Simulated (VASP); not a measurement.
Write the native input for VASP 6.6.1 that does the following.

```yaml
Task: relaxation of cell and atoms
Functional: PBE
Potentials_or_basis: VASP PAW PBE potentials, release 64 (Mg, O)
Cutoff: 600 eV
k_mesh: 15 × 15 × 8
Occupations: fermi-dirac, width 0.08 eV
Spin: no spin polarisation
Dipole_correction: no
Further_INCAR_settings: ALGO = Normal; EDIFF = 1e-06; IBRION = 2; EDIFFG = -0.005; NSW = 100; ISIF = 3
```

The structure of MgO (wurtzite type) lies in POSCAR:

```
MgO
1.0
    3.1809102065      0.0000000000      0.0000000000
   -1.5904551033      2.7547490460      0.0000000000
    0.0000000000      0.0000000000      5.1848836366
Mg O
2 2
Direct
    0.3333333333      0.6666666667      0.0000000000
    0.6666666667      0.3333333333      0.5000000000
    0.3333333333      0.6666666667      0.3760000000
    0.6666666667      0.3333333333      0.8760000000
```

One way to write it, as run:

INCAR

```
PREC = Accurate
ENCUT = 600
EDIFF = 1E-6
ISMEAR = -1
SIGMA = 0.08
LREAL = False
LASPH = True
NELM = 80
ALGO = Normal
ISIF = 3
LWAVE = False
LCHARG = False
GGA = PE
IBRION = 2
NSW = 100
EDIFFG = -0.005
```

KPOINTS

```
regular mesh
0
Gamma
  15 15 8
```

Potentials or basis: VASP PAW PBE potentials, release 64 (Mg, O).

Command:

```bash
$ cat potpaw_PBE.64/Mg/POTCAR potpaw_PBE.64/O/POTCAR > POTCAR
$ mpirun -np 1 vasp_std > vasp.out
```

Results of the run:

```
Relaxed volume                        : 12.13 Å³/atom
Relaxed cell                          : a = 3.311 Å, b = 3.311 Å, c = 5.110 Å, α = 90.00°, β = 90.00°, γ = 120.00°
Space group after relaxing (to 0.1 Å) : P6_3mc (No. 186)
Energy gained by relaxing             : 29.3 meV/atom
Ionic steps                           : 10
Pressure after relaxing               : 0.0 GPa
Band gap on the k mesh                : 3.42 eV
```

Run time: 4.7 min on 1 thread of AMD EPYC 9R14 (Zen 4), on a shared host, peak memory 0.22 GiB.
